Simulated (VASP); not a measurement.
Input of a VASP 6.6.1 run:

Contents of INCAR:

```
SYSTEM = Y
PREC = Accurate
ENCUT = 520
EDIFF = 1E-6
ISMEAR = 0
SIGMA = 0.15
LREAL = .FALSE.
LASPH = .TRUE.
NELM = 80
ALGO = Normal
ISIF = 2
LWAVE = .FALSE.
LCHARG = .FALSE.
GGA = PS
NBANDS = 12
```

KPOINTS

```
Automatic mesh
0
G
  16 16 16
  0 0 0
```

The input POSCAR:

```
Y
1.0
    0.0000000000      2.3856000000      2.3856000000
    2.3856000000      0.0000000000      2.3856000000
    2.3856000000      2.3856000000      0.0000000000
Y
1
Direct
    0.0000000000      0.0000000000      0.0000000000
```

Potentials or basis: VASP PAW PBE potentials, release 64 (Y_sv).

Launch:

```console
$ cat potpaw_PBE.64/Y_sv/POTCAR > POTCAR
$ mpirun -np 1 vasp_std > vasp.out
```

Question: Estimate the pressure.

Answer: 6.3 GPa.

Caveat: the cell differs from its parent crystal (strain -0.040 along x and y, -0.040 along z); the PAW data sets were made with another functional, which shifts forces and pressure a little.
